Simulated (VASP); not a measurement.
# Tc (Fm-3m) in VASP: a series of runs

Runs on Tc. Level: PBE. Tasks: electric field gradients.

Everything below comes from runs of VASP 6.6.1. Logs are shortened: lines on timing, memory, paths and dates and some standing lists are left out, and cuts for length are marked.

**1. The cell of the first run**

The structure is cubic, space group Fm-3m (No. 225). Conventional cell: a = 3.834 Å, b = 3.834 Å, c = 3.834 Å, α = 90.00°, β = 90.00°, γ = 90.00°. Tc (site symmetry m-3m) has 12 Tc at 2.71 Å within 3.6 Å.

**2. Electric field gradients, PBE (volume scaled by 0.95)**

The input, INCAR:

```
SYSTEM = Tc
PREC = Accurate ; ENCUT = 520
EDIFF = 1E-8 ; ISMEAR = -1
SIGMA = 0.03 ; LREAL = .False.
LASPH = .True. ; NELM = 100
ALGO = Normal ; ISIF = 2
LWAVE = .False. ; LCHARG = .False.
GGA = PE ; LEFG = .True.
NBANDS = 12
```

The input, KPOINTS:

```
regular mesh
0
Gamma
  18 18 18
  0 0 0
```

The input, POSCAR:

```
Tc
1.0
    0.0000000000      1.9169427664      1.9169427664
    1.9169427664      0.0000000000      1.9169427664
    1.9169427664      1.9169427664      0.0000000000
Tc
1
Direct
    0.0000000000      0.0000000000      0.0000000000
```

Potentials or basis: VASP PAW PBE potentials, release 64 (Tc_pv).

Command:

```sh
cat potpaw_PBE.64/Tc_pv/POTCAR > POTCAR
mpirun -np 1 vasp_std > vasp.out
```

OUTCAR:

```text
SYSTEM = Tc
   PREC = Accurate
   ENCUT = 520
   EDIFF = 1E-8
   ISMEAR = -1
   LREAL = .False.
   LASPH = .True.
   NELM = 100
   ISIF = 2
   GGA = PE

 ion  position               nearest neighbor table
   1  0.000  0.000  0.000-

  LATTYP: Found a face centered cubic cell.
 ALAT       =     3.8338855328

  Lattice vectors:

 A1 = (   0.0000000000,   1.9169427664,   1.9169427664)
 A2 = (   1.9169427664,   0.0000000000,   1.9169427664)
 A3 = (   1.9169427664,   1.9169427664,   0.0000000000)

Analysis of symmetry for initial positions (statically):
=====================================================================
 Subroutine PRICEL returns:
 Original cell was already a primitive cell.

 Routine SETGRP: Setting up the symmetry group for a
 face centered cubic supercell.

 Subroutine GETGRP returns: Found 48 space group operations
 (whereof 48 operations were pure point group operations)
 out of a pool of 48 trial point group operations.

The static configuration has the point symmetry O_h .

Analysis of symmetry for dynamics (positions and initial velocities):
=====================================================================
 Subroutine PRICEL returns:
 Original cell was already a primitive cell.

 Routine SETGRP: Setting up the symmetry group for a
 face centered cubic supercell.

 Subroutine GETGRP returns: Found 48 space group operations
 (whereof 48 operations were pure point group operations)
 out of a pool of 48 trial point group operations.

The dynamic configuration has the point symmetry O_h .

 Subroutine INISYM returns: Found 48 space group operations
 (whereof 48 operations are pure point group operations),
 and found     1 'primitive' translations

----------------------------------------------------------------------------------------

                                     Primitive cell

  volume of cell :      14.0883

  direct lattice vectors                    reciprocal lattice vectors
     0.000000000  1.916942766  1.916942766    -0.260831992  0.260831992  0.260831992
     1.916942766  0.000000000  1.916942766     0.260831992 -0.260831992  0.260831992
     1.916942766  1.916942766  0.000000000     0.260831992  0.260831992 -0.260831992

  length of vectors
     2.710966459  2.710966459  2.710966459     0.451774262  0.451774262  0.451774262

  position of ions in fractional coordinates (direct lattice)
     0.000000000  0.000000000  0.000000000

  ion indices of the primitive-cell ions
   primitive index   ion index
                 1           1

----------------------------------------------------------------------------------------

 KPOINTS: regular mesh

Automatic generation of k-mesh.
 Grid dimensions read from file:
 generate k-points for:   18   18   18

 Generating k-lattice:

  Cartesian coordinates                     Fractional coordinates (reciprocal lattice)
    -0.014490666  0.014490666  0.014490666     0.055555556  0.000000000  0.000000000
     0.014490666 -0.014490666  0.014490666     0.000000000  0.055555556  0.000000000
     0.014490666  0.014490666 -0.014490666     0.000000000  0.000000000  0.055555556

  Length of vectors
     0.025098570  0.025098570  0.025098570

  Shift w.r.t. Gamma in fractional coordinates (k-lattice)
     0.000000000  0.000000000  0.000000000

 Subroutine IBZKPT returns following result:
 ===========================================

 Found    195 irreducible k-points:

 Following reciprocal coordinates:
            Coordinates               Weight
  0.000000  0.000000  0.000000      1.000000
  0.055556  0.000000  0.000000      8.000000
  0.111111  0.000000  0.000000      8.000000
  0.166667  0.000000  0.000000      8.000000
  0.222222  0.000000  0.000000      8.000000
  0.277778  0.000000  0.000000      8.000000
[... 16 lines left out ...]
 -0.277778  0.055556  0.000000     24.000000
 -0.222222  0.055556  0.000000     24.000000
 [... further k-points ...]
   k-points           NKPTS =    195   k-points in BZ     NKDIM =    195   number of bands    NBANDS=     12
   number of dos      NEDOS =    301   number of ions     NIONS =      1
   total plane-waves  NPLWV =   8000
   dimension x,y,z NGX =    20 NGY =   20 NGZ =   20
   dimension x,y,z NGXF=    40 NGYF=   40 NGZF=   40
   ions per type =               1
   NGX,Y,Z   is equivalent  to a cutoff of  12.26, 12.26, 12.26 a.u.
   NGXF,Y,Z  is equivalent  to a cutoff of  24.53, 24.53, 24.53 a.u.
 SYSTEM =  Tc
   PREC   = accura    normal or accurate (medium, high low for compatibility)
   ISTART =      0    job   : 0-new  1-cont  2-samecut
   ICHARG =      2    charge: 1-file 2-atom 10-const
   ISPIN  =      1    spin polarized calculation?
   LNONCOLLINEAR =      F non collinear calculations
   LSORBIT =      F    spin-orbit coupling
   LASPH  =      T    aspherical Exc in radial PAW
   ENCUT  =  520.0 eV  38.22 Ry    6.18 a.u.   5.04  5.04  5.04*2*pi/ulx,y,z
   NELM   =    100;   NELMIN=  2; NELMDL= -5     # of ELM steps
   EDIFF  = 0.1E-07   stopping-criterion for ELM
   LREAL  =      F    real-space projection
   EDIFFG = 0.1E-06   stopping-criterion for IOM
   NSW    =      0    number of steps for IOM
   IBRION =     -1    ionic relax: 0-MD 1-quasi-New 2-CG
   NFREE  =      0    steps in history (QN), initial steepest desc. (CG)
   ISIF   =      2    stress and relaxation
   ISYM   =      2    0-nonsym 1-usesym 2-fastsym
   POTIM  = 0.5000    time-step for ionic-motion
   TEBEG  =    0.0;   TEEND  =   0.0 temperature during run
   PSTRESS=    0.0 pullay stress
   NELECT =      13.0000    total number of electrons
   NUPDOWN=      -1.0000    fix difference up-down
   EMIN   =  10.00;   EMAX   =-10.00  energy-range for DOS
   EFERMI =   0.00;   METHOD = LEGACY
   ISMEAR =    -1;   SIGMA  =   0.03  broadening in eV -4-tet -1-fermi 0-gaus
   EFERMI_NEDOS =   21; number of points for ismear=-14 and -15
   IALGO  =     38    algorithm
   IMIX   =      4    mixing-type and parameters
     AMIX     =   0.40;   BMIX     =  1.00
     AMIX_MAG =   1.60;   BMIX_MAG =  1.00
  volume/ion in A,a.u.               =      14.09        95.07
  Fermi-wavevector in a.u.,A,eV,Ry     =   1.593811  3.011866 34.561972  2.540233
  Thomas-Fermi vector in A             =   2.691983
   LORBIT       =      0    0 simple, 1 ext, 2 COOP (PROOUT), +10 PAW based schemes
   GGA     = PE    functional components
   LHFCALC =     F    Hartree Fock is set to
   AEXX    =    0.0000 exact exchange contribution
   IVDW    =     0    specifies the selected vdW correction
   LEPSILON=     F    determine dielectric tensor
   LRPA    =     F    only Hartree local field effects (RPA)
 non-spin polarized calculation
  energy-cutoff  :      520.00
  volume of cell :       14.09
 maximum number of plane-waves:       392
   NGX =  9   NGY =  9   NGZ =  9

 number of electron      12.9999995 magnetization

 Free energy of the ion-electron system (eV)
  ---------------------------------------------------
  ext. energy  EPLUGINS =         0.00000000
  ---------------------------------------------------
  free energy    TOTEN  =       -10.27156898 eV

  energy without entropy =      -10.26830209  energy(sigma->0) =      -10.26993554

 E-fermi :  13.1028     XC(G=0): -13.8934

 val. band max:       13.0993404162   @ k =  -0.4444   0.3889   0.0556
 cond. band min:      13.1191724265   @ k =   0.3889   0.2222   0.0000
 fundamental gap:      0.0198320103
 Fermi energy:        13.1028346949

 k-point     1 :       0.0000    0.0000    0.0000
  band No.  band energies     occupation
      1     -25.2182      2.00000
      2     -25.2182      2.00000
      3     -25.2182      2.00000
      4       5.5390      2.00000
      5      11.2610      2.00000
      6      11.2610      2.00000
      7      11.2610      2.00000
      8      13.9621      0.00000
      9      13.9621      0.00000
     10      27.1296      0.00000
     11      32.8314      0.00000
     12      32.8314      0.00000

 k-point     2 :       0.0556    0.0000    0.0000
  band No.  band energies     occupation
      1     -25.2615      2.00000
      2     -25.2237      2.00000
      3     -25.2237      2.00000
      4       5.6744      2.00000
      5      11.1785      2.00000
      6      11.3210      2.00000
      7      11.3210      2.00000
      8      13.9175      0.00000
      9      13.9175      0.00000
     10      27.3780      0.00000
     11      32.2145      0.00000
     12      33.0651      0.00000

 k-point     3 :       0.1111    0.0000    0.0000
  band No.  band energies     occupation
      1     -25.3850      2.00000
      2     -25.2393      2.00000
      3     -25.2393      2.00000
      4       6.0601      2.00000
      5      10.9716      2.00000
      6      11.4774      2.00000
      7      11.4774      2.00000
      8      13.8184      0.00000
      9      13.8184      0.00000
     10      28.0568      0.00000
     11      30.9632      0.00000
     12      33.7464      0.00000

 k-point     4 :       0.1667    0.0000    0.0000
  band No.  band energies     occupation
      1     -25.5711      2.00000
      2     -25.2631      2.00000
      3     -25.2631      2.00000
      4       6.6235      2.00000
      5      10.7565      2.00000
      6      11.6495      2.00000
      7      11.6495      2.00000
      8      13.7718      0.00000
      9      13.7718      0.00000
     10      28.8155      0.00000
     11      29.8286      0.00000
     12      34.8202      0.00000

 k-point     5 :       0.2222    0.0000    0.0000
  band No.  band energies     occupation
      1     -25.7949      2.00000
      2     -25.2921      2.00000
      3     -25.2921      2.00000
      4       7.2053      2.00000
      5      10.7291      2.00000
      6      11.7101      2.00000
      7      11.7101      2.00000
      8      13.9284      0.00000
      9      13.9284      0.00000
     10      28.1490      0.00000
     11      30.1248      0.00000
     12      36.2066      0.00000
[... 228 lines left out ...]
      1     -26.4472      2.00000
      2     -25.4213      2.00000
      3     -25.3764      2.00000
      4       7.6446      2.00000
      5      11.1090      2.00000
      6      11.2762      2.00000
      7      13.0838      1.30665
      8      15.3798      0.00000
      9      16.3049      0.00000
     10      25.0611      0.00000
     11      27.7809      0.00000
     12      33.8050      0.00000

 k-point    22 :      -0.3333    0.0556    0.0000
  band No.  band energies     occupation
      1     -26.2978      2.00000
      2     -25.4047      2.00000
      3     -25.3500      2.00000
      4       7.7385      2.00000
      5      11.2932      2.00000
      6      11.4331      2.00000
      7      12.1078      2.00000
      8      14.7553      0.00000
      9      15.7295      0.00000
     10      25.9885      0.00000
     11      28.9066      0.00000
     12      34.7937      0.00000

 k-point    23 :      -0.2778    0.0556    0.0000
  band No.  band energies     occupation
      1     -26.1005      2.00000
      2     -25.3792      2.00000
      3     -25.3193      2.00000
      4       7.7407      2.00000
      5      11.1737      2.00000
      6      11.5248      2.00000
      7      11.6283      2.00000
      8      14.1197      0.00000
      9      15.0936      0.00000
     10      26.9415      0.00000
     11      30.0539      0.00000
     12      35.9959      0.00000

 k-point    24 :      -0.2222    0.0556    0.0000
  band No.  band energies     occupation
      1     -25.8771      2.00000
      2     -25.3475      2.00000
      3     -25.2879      2.00000
      4       7.4780      2.00000
      5      10.6537      2.00000
      6      11.6899      2.00000
      7      11.7807      2.00000
      8      13.6244      0.00000
      9      14.5306      0.00000
     10      27.9667      0.00000
     11      30.3746      0.00000
     12      35.6046      0.00000

 [... further k-points ...]
[... 5 lines left out ...]
  --------------------------------------------------------------------------------------
  -------------------------------------------------------------------------------------
  Total        0.7624739      0.7624739      0.7624739      0.0000000      0.0000000      0.0000000
  in kB       86.7117856     86.7117856     86.7117856      0.0000000      0.0000000      0.0000000
  external PRESSURE =      86.7117856 kB  Pullay stress =       0.0000000 kB

 VOLUME and BASIS-vectors are now :
 -----------------------------------------------------------------------------
  energy-cutoff  :      520.00
  volume of cell :       14.09
      direct lattice vectors                 reciprocal lattice vectors
     0.000000000  1.916942766  1.916942766    -0.260831992  0.260831992  0.260831992
     1.916942766  0.000000000  1.916942766     0.260831992 -0.260831992  0.260831992
     1.916942766  1.916942766  0.000000000     0.260831992  0.260831992 -0.260831992

 POSITION                                       TOTAL-FORCE (eV/Angst)
 -----------------------------------------------------------------------------------
      0.00000      0.00000      0.00000         0.000000      0.000000      0.000000
 -----------------------------------------------------------------------------------
    total drift:                                0.000000     -0.000000     -0.000000

  FREE ENERGIE OF THE ION-ELECTRON SYSTEM (eV)
  ---------------------------------------------------
  free  energy   TOTEN  =       -10.2715689844 eV

  energy  without entropy=      -10.2683020864  energy(sigma->0) =      -10.26993554

 Electric field gradients (V/A^2)
---------------------------------------------------------------------
 ion       V_xx      V_yy      V_zz      V_xy      V_xz      V_yz
---------------------------------------------------------------------
   1       0.000     0.000    -0.000    -0.000    -0.000    -0.000
---------------------------------------------------------------------

 Electric field gradients after diagonalization (V/A^2)
 (convention: |V_zz| > |V_xx| > |V_yy|)
----------------------------------------------------------------------
 ion       V_xx      V_yy      V_zz     asymmetry (V_yy - V_xx)/ V_zz
----------------------------------------------------------------------
   1       0.000     0.000    -0.001       0.000
----------------------------------------------------------------------

           NMR quadrupolar parameters

 Cq : quadrupolar parameter    Cq=e*Q*V_zz/h
 eta: asymmetry parameters     (V_yy - V_xx)/ V_zz
 Q  : nuclear electric quadrupole moment in mb (millibarn)
----------------------------------------------------------------------
 ion       Cq(MHz)       eta       Q (mb)
----------------------------------------------------------------------
   1      -0.000       0.000       1.000
----------------------------------------------------------------------
```

Run time: 21 s. Hardware: 1 thread of Intel Xeon Platinum 8259CL at 2.50GHz (Skylake/Cascade Lake), shared host; peak memory 0.15 GiB.

Results:

```
Free energy : -10.2716 eV
Pressure    : 8.7 GPa
```

Caveat: without QUAD_EFG the Cq values of the log hold for a quadrupole moment of 1 mb, not for the nuclei.

(Continued in part 2 of 2.)
